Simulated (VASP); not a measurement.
# Fe (P6_3/mmc) in VASP: single point with r2SCAN

Aim: the single point of Fe with r2SCAN.

Program: VASP 6.6.1. These are calculated values, not measurements. Logs are shortened: lines on timing, memory, paths and dates and some standing lists are left out, and cuts for length are marked.

## 1. The cell of the first run

The structure is hexagonal, space group P6_3/mmc (No. 194). The conventional cell has a = 2.414 Å, b = 2.414 Å, c = 3.906 Å, α = 90.00°, β = 90.00°, γ = 120.00°. Within 3.2 Å of Fe (site symmetry -6m2) lie 12 Fe at 2.40 to 2.41 Å.

## 2. Single point, r2SCAN, collinear spin, ferromagnetic start

File POSCAR:

```
Fe
1.0
    2.4144870075      0.0000000000      0.0000000000
   -1.2072435038      2.0910070856      0.0000000000
    0.0000000000      0.0000000000      3.9061811562
Fe
2
Direct
    0.3333333333      0.6666666667      0.2500000000
    0.6666666667      0.3333333333      0.7500000000
```

File INCAR.step1:

```
SYSTEM = Fe
  ALGO = Normal
  EDIFF = 1E-4
  ENCUT = 520
  GGA = PE
  ISMEAR = 1
  ISPIN = 2
  LASPH = .TRUE.
  LCHARG = .FALSE.
  LMAXMIX = 4
  LREAL = .FALSE.
  LWAVE = .TRUE.
  MAGMOM = 3.5 3.5
  NBANDS = 19
  NELM = 150
  PREC = Accurate
  SIGMA = 0.1
```

File INCAR.step2:

```
SYSTEM = Fe
  ALGO = Normal
  EDIFF = 1E-7
  ENCUT = 520
  ISIF = 2
  ISMEAR = 1
  ISPIN = 2
  ISTART = 1
  LASPH = .TRUE.
  LCHARG = .TRUE.
  LELF = .TRUE.
  LMAXMIX = 4
  LMIXTAU = .TRUE.
  LORBIT = 11
  LREAL = .FALSE.
  LVHAR = .TRUE.
  LWAVE = .FALSE.
  MAGMOM = 3.5 3.5
  METAGGA = R2SCAN
  NBANDS = 19
  NELM = 150
  PREC = Accurate
  SIGMA = 0.1
```

File KPOINTS:

```
k-points
0
G
  21 21 12
  0 0 0
```

Potentials or basis: VASP PAW PBE potentials, release 64 (Fe).

Run with:

```console
$ cat potpaw_PBE.64/Fe/POTCAR > POTCAR
$ cp INCAR.step1 INCAR
$ mpirun -np 1 vasp_std > vasp.out
$ cp INCAR.step2 INCAR
$ mpirun -np 1 vasp_std > vasp.out
```

OUTCAR:

```text
SYSTEM = Fe
   EDIFF = 1E-7
   ENCUT = 520
   ISIF = 2
   ISMEAR = 1
   ISPIN = 2
   ISTART = 1
   LASPH = .TRUE.
   LORBIT = 11
   LREAL = .FALSE.
   METAGGA = R2SCAN
   NELM = 150
   PREC = Accurate

 ion  position               nearest neighbor table
   1  0.333  0.667  0.250-   2 2.40   2 2.40   2 2.40   2 2.40   2 2.40   2 2.40
   2  0.667  0.333  0.750-   1 2.40   1 2.40   1 2.40   1 2.40   1 2.40   1 2.40

  LATTYP: Found a hexagonal cell.
 ALAT       =     2.4144870075
 C/A-ratio  =     1.6178099713

  Lattice vectors:

 A1 = (   2.4144870075,   0.0000000000,   0.0000000000)
 A2 = (  -1.2072435038,   2.0910070856,   0.0000000000)
 A3 = (   0.0000000000,   0.0000000000,   3.9061811562)

Analysis of symmetry for initial positions (statically):
=====================================================================
 Subroutine PRICEL returns:
 Original cell was already a primitive cell.

 Routine SETGRP: Setting up the symmetry group for a
 hexagonal supercell.

 Subroutine GETGRP returns: Found 24 space group operations
 (whereof 12 operations were pure point group operations)
 out of a pool of 24 trial point group operations.

The static configuration has the point symmetry D_3d.
 The point group associated with its full space group is D_6h.

Analysis of symmetry for dynamics (positions and initial velocities):
=====================================================================
 Subroutine PRICEL returns:
 Original cell was already a primitive cell.

 Routine SETGRP: Setting up the symmetry group for a
 hexagonal supercell.

 Subroutine GETGRP returns: Found 24 space group operations
 (whereof 12 operations were pure point group operations)
 out of a pool of 24 trial point group operations.

The dynamic configuration has the point symmetry D_3d.
 The point group associated with its full space group is D_6h.

Analysis of structural, dynamic, and magnetic symmetry:
=====================================================================
 Subroutine PRICEL returns:
 Original cell was already a primitive cell.

 Routine SETGRP: Setting up the symmetry group for a
 hexagonal supercell.

 Subroutine GETGRP returns: Found 24 space group operations
 (whereof 12 operations were pure point group operations)
 out of a pool of 24 trial point group operations.

The overall configuration has the point symmetry D_3d.
 The point group associated with its full space group is D_6h.

 Subroutine INISYM returns: Found 24 space group operations
 (whereof 12 operations are pure point group operations),
 and found     1 'primitive' translations

----------------------------------------------------------------------------------------

                                     Primitive cell

  volume of cell :      19.7212

  direct lattice vectors                    reciprocal lattice vectors
     2.414487008  0.000000000  0.000000000     0.414166652  0.239119228  0.000000000
    -1.207243504  2.091007086  0.000000000     0.000000000  0.478238456  0.000000000
     0.000000000  0.000000000  3.906181156     0.000000000  0.000000000  0.256004512

  length of vectors
     2.414487008  2.414487008  3.906181156     0.478238456  0.478238456  0.256004512

  position of ions in fractional coordinates (direct lattice)
     0.333333333  0.666666667  0.250000000
     0.666666667  0.333333333  0.750000000

  ion indices of the primitive-cell ions
   primitive index   ion index
                 1           1
                 2           2

----------------------------------------------------------------------------------------

 KPOINTS: k-points

Automatic generation of k-mesh.
 Grid dimensions read from file:
 generate k-points for:   21   21   12

 Generating k-lattice:

  Cartesian coordinates                     Fractional coordinates (reciprocal lattice)
     0.019722222  0.011386630  0.000000000     0.047619048 -0.000000000  0.000000000
     0.000000000  0.022773260  0.000000000     0.000000000  0.047619048  0.000000000
     0.000000000  0.000000000  0.021333709     0.000000000  0.000000000  0.083333333

  Length of vectors
     0.022773260  0.022773260  0.021333709

  Shift w.r.t. Gamma in fractional coordinates (k-lattice)
     0.000000000  0.000000000  0.000000000

 Subroutine IBZKPT returns following result:
 ===========================================

 Found    336 irreducible k-points:

 Following reciprocal coordinates:
            Coordinates               Weight
  0.000000  0.000000  0.000000      1.000000
  0.047619  0.000000  0.000000      6.000000
  0.095238  0.000000  0.000000      6.000000
  0.142857 -0.000000  0.000000      6.000000
  0.190476  0.000000  0.000000      6.000000
  0.238095  0.000000  0.000000      6.000000
[... 16 lines left out ...]
  0.142857  0.095238  0.000000     12.000000
  0.190476  0.095238  0.000000     12.000000
 [... further k-points ...]
   k-points           NKPTS =    336   k-points in BZ     NKDIM =    336   number of bands    NBANDS=     19
   number of dos      NEDOS =    301   number of ions     NIONS =      2
   total plane-waves  NPLWV =   9720
   dimension x,y,z NGX =    18 NGY =   18 NGZ =   30
   dimension x,y,z NGXF=    36 NGYF=   36 NGZF=   60
   ions per type =               2
   NGX,Y,Z   is equivalent  to a cutoff of  12.39, 12.39, 12.77 a.u.
   NGXF,Y,Z  is equivalent  to a cutoff of  24.79, 24.79, 25.54 a.u.
 SYSTEM =  Fe
   PREC   = accura    normal or accurate (medium, high low for compatibility)
   ISTART =      1    job   : 0-new  1-cont  2-samecut
   ICHARG =      0    charge: 1-file 2-atom 10-const
   ISPIN  =      2    spin polarized calculation?
   LNONCOLLINEAR =      F non collinear calculations
   LSORBIT =      F    spin-orbit coupling
   LASPH  =      T    aspherical Exc in radial PAW
   ENCUT  =  520.0 eV  38.22 Ry    6.18 a.u.   4.49  4.49  7.26*2*pi/ulx,y,z
   NELM   =    150;   NELMIN=  2; NELMDL=  0     # of ELM steps
   EDIFF  = 0.1E-06   stopping-criterion for ELM
   LREAL  =      F    real-space projection
   EDIFFG = 0.1E-05   stopping-criterion for IOM
   NSW    =      0    number of steps for IOM
   IBRION =     -1    ionic relax: 0-MD 1-quasi-New 2-CG
   NFREE  =      0    steps in history (QN), initial steepest desc. (CG)
   ISIF   =      2    stress and relaxation
   ISYM   =      2    0-nonsym 1-usesym 2-fastsym
   POTIM  = 0.5000    time-step for ionic-motion
   TEBEG  =    0.0;   TEEND  =   0.0 temperature during run
   PSTRESS=    0.0 pullay stress
   NELECT =      16.0000    total number of electrons
   NUPDOWN=      -1.0000    fix difference up-down
   EMIN   =  10.00;   EMAX   =-10.00  energy-range for DOS
   EFERMI =   0.00;   METHOD = LEGACY
   ISMEAR =     1;   SIGMA  =   0.10  broadening in eV -4-tet -1-fermi 0-gaus
   EFERMI_NEDOS =   21; number of points for ismear=-14 and -15
   IALGO  =     38    algorithm
   IMIX   =      4    mixing-type and parameters
     AMIX     =   0.40;   BMIX     =  1.00
     AMIX_MAG =   1.60;   BMIX_MAG =  1.00
  volume/ion in A,a.u.               =       9.86        66.54
  Fermi-wavevector in a.u.,A,eV,Ry     =   1.526876  2.885378 31.719967  2.331352
  Thomas-Fermi vector in A             =   2.634850
   LORBIT       =     11    0 simple, 1 ext, 2 COOP (PROOUT), +10 PAW based schemes
   METAGGA = R2SCAN    functional components
   LHFCALC =     F    Hartree Fock is set to
   AEXX    =    0.0000 exact exchange contribution
   IVDW    =     0    specifies the selected vdW correction
   LEPSILON=     F    determine dielectric tensor
   LRPA    =     F    only Hartree local field effects (RPA)
 spin polarized calculation
 Methfessel and Paxton  Order N= 1 SIGMA  =   0.10
  energy-cutoff  :      520.00
  volume of cell :       19.72
 maximum number of plane-waves:       550
 NGX is ok and might be reduce to    18
   NGX =  9   NGY =  9   NGZ = 15

 number of electron      16.0000012 magnetization       0.0015440

 Free energy of the ion-electron system (eV)
  ---------------------------------------------------
  ext. energy  EPLUGINS =         0.00000000
  ---------------------------------------------------
  free energy    TOTEN  =       -27.37120627 eV

  energy without entropy =      -27.37107205  energy(sigma->0) =      -27.37116153

 E-fermi :   7.1238     XC(G=0): -15.2691

 val. band max:        7.1164961728   @ k =   0.3810   0.1429   0.3333
 cond. band min:       7.1239512822   @ k =   0.2857   0.0000   0.1667
 fundamental gap:      0.0074551095
 Fermi energy:         7.1238062143

 spin component 1

 k-point     1 :       0.0000    0.0000    0.0000
  band No.  band energies     occupation
      1      -2.4722      1.00000
      2       1.7699      1.00000
      3       5.3338      1.00000
      4       5.3641      1.00000
      5       5.3641      1.00000
      6       5.8268      1.00000
[... 11 lines left out ...]
     18      35.6694      0.00000
     19      36.4123      0.00000

 k-point     2 :       0.0476    0.0000    0.0000
  band No.  band energies     occupation
      1      -2.3801      1.00000
      2       1.8326      1.00000
      3       5.1686      1.00000
      4       5.4167      1.00000
      5       5.5096      1.00000
      6       5.7974      1.00000
[... 11 lines left out ...]
     18      35.4633      0.00000
     19      37.8131      0.00000

 k-point     3 :       0.0952    0.0000    0.0000
  band No.  band energies     occupation
      1      -2.1072      1.00000
      2       2.0111      1.00000
      3       4.9533      1.00000
      4       5.5719      1.00000
      5       5.6396      1.00000
      6       5.7521      1.00000
[... 434 lines left out ...]
      1      -0.8277      1.00000
      2       2.7010      1.00000
      3       4.3082      1.00000
      4       4.3289      1.00000
      5       5.4334      1.00000
      6       5.6126      1.00000
[... 11 lines left out ...]
     18      33.4507      0.00000
     19      35.2932      0.00000

 k-point    24 :       0.1905    0.0952    0.0000
  band No.  band energies     occupation
      1      -0.1377      1.00000
      2       2.9179      1.00000
      3       3.8584      1.00000
      4       4.1060      1.00000
      5       5.3694      1.00000
      6       5.4314      1.00000
[... 11 lines left out ...]
     18      32.5959      0.00000
     19      35.5783      0.00000

 [... further k-points ...]

 spin component 2

 k-point     1 :       0.0000    0.0000    0.0000
  band No.  band energies     occupation
      1      -2.4725      1.00000
      2       1.7706      1.00000
      3       5.3352      1.00000
      4       5.3653      1.00000
      5       5.3653      1.00000
      6       5.8281      1.00000
[... 11 lines left out ...]
     18      35.6698      0.00000
     19      36.4127      0.00000

 k-point     2 :       0.0476    0.0000    0.0000
  band No.  band energies     occupation
      1      -2.3803      1.00000
      2       1.8333      1.00000
      3       5.1698      1.00000
      4       5.4180      1.00000
      5       5.5109      1.00000
      6       5.7986      1.00000
[... 11 lines left out ...]
     18      35.4634      0.00000
     19      37.8135      0.00000

 k-point     3 :       0.0952    0.0000    0.0000
  band No.  band energies     occupation
      1      -2.1075      1.00000
      2       2.0118      1.00000
      3       4.9545      1.00000
      4       5.5731      1.00000
      5       5.6409      1.00000
      6       5.7534      1.00000
[... 434 lines left out ...]
      1      -0.8280      1.00000
      2       2.7018      1.00000
      3       4.3093      1.00000
      4       4.3293      1.00000
      5       5.4346      1.00000
      6       5.6135      1.00000
[... 11 lines left out ...]
     18      33.4509      0.00000
     19      35.2934      0.00000

 k-point    24 :       0.1905    0.0952    0.0000
  band No.  band energies     occupation
      1      -0.1379      1.00000
      2       2.9187      1.00000
      3       3.8589      1.00000
      4       4.1070      1.00000
      5       5.3706      1.00000
      6       5.4322      1.00000
[... 11 lines left out ...]
     18      32.5958      0.00000
     19      35.5785      0.00000

 [... further k-points ...]
[... 5 lines left out ...]
  --------------------------------------------------------------------------------------
  -------------------------------------------------------------------------------------
  Total        0.5328459      0.5328459     -0.8784060     -0.0000000      0.0000000      0.0000000
  in kB       43.2891880     43.2891880    -71.3630051     -0.0000000      0.0000000      0.0000000
  external PRESSURE =       5.0717903 kB  Pullay stress =       0.0000000 kB

 VOLUME and BASIS-vectors are now :
 -----------------------------------------------------------------------------
  energy-cutoff  :      520.00
  volume of cell :       19.72
      direct lattice vectors                 reciprocal lattice vectors
     2.414487008  0.000000000  0.000000000     0.414166652  0.239119228  0.000000000
    -1.207243504  2.091007086  0.000000000     0.000000000  0.478238456  0.000000000
     0.000000000  0.000000000  3.906181156     0.000000000  0.000000000  0.256004512

 POSITION                                       TOTAL-FORCE (eV/Angst)
 -----------------------------------------------------------------------------------
     -0.00000      1.39400      0.97655         0.000000      0.000000      0.000000
      1.20724      0.69700      2.92964        -0.000000      0.000000      0.000000
 -----------------------------------------------------------------------------------
    total drift:                                0.000000     -0.000000     -0.000000

  FREE ENERGIE OF THE ION-ELECTRON SYSTEM (eV)
  ---------------------------------------------------
  free  energy   TOTEN  =       -27.3712062683 eV

  energy  without entropy=      -27.3710720531  energy(sigma->0) =      -27.37116153

 total charge

# of ion       s       p       d       tot
------------------------------------------
    1        0.561   0.692   6.357   7.609
    2        0.561   0.692   6.357   7.609
--------------------------------------------------
tot          1.121   1.383  12.714  15.219

 magnetization (x)

# of ion       s       p       d       tot
------------------------------------------
    1       -0.000  -0.000   0.001   0.001
    2       -0.000  -0.000   0.001   0.001
--------------------------------------------------
tot         -0.000  -0.000   0.002   0.002
```

It took 5.3 min on 1 thread of Intel Xeon 6975P-C (Granite Rapids), shared host; peak memory 0.28 GiB.

What came out:

```yaml
Free_energy: -27.3712 eV
Pressure: 0.5 GPa
Band_gap_on_the_k_mesh: zero (filled and empty bands overlap)
Net_moment: 0.00 μB per cell
Valence_electrons_inside_the_program's_atomic_spheres: Fe 7.61
```

Caveat: the starting moments collapsed, and a magnetic state may lie lower; the PAW data sets were made with another functional, which shifts forces and pressure a little.
